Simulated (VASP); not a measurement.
A run of VASP 6.6.1 is set up as follows.

File INCAR:

```
PREC = Accurate ; ENCUT = 520
EDIFF = 1E-6 ; ISMEAR = 1
SIGMA = 0.05 ; LREAL = False
LASPH = True ; NELM = 80
ALGO = Normal ; ISIF = 2
LWAVE = False ; LCHARG = False
GGA = PS ; NBANDS = 20
```

Contents of KPOINTS:

```
Automatic mesh
0
Gamma
  7 7 4
```

Contents of POSCAR:

```
Tl
1.0
    3.4156080241      0.0000000000      0.0000000000
   -1.7078040121      2.9580033183      0.0000000000
    0.0000000000      0.0000000000      5.6554493012
Tl
2
Direct
    0.3333333333      0.6666666667      0.2500000000
    0.6666666667      0.3333333333      0.7500000000
```

Potentials or basis: VASP PAW PBE potentials, release 64 (Tl_d).

Launch:

```sh
$ cat potpaw_PBE.64/Tl_d/POTCAR > POTCAR
$ mpirun -np 1 vasp_std > vasp.out
```

(1) Estimate the band gap on the k mesh.

(2) Estimate the pressure.

Answers

(1) zero (bands 13 and 14 overlap by 5.00 eV).

(2) -0.1 GPa.

Caveat: the PAW data sets were made with another functional, which shifts forces and pressure a little; spin-orbit coupling is left out, which moves the levels of the heavy elements.
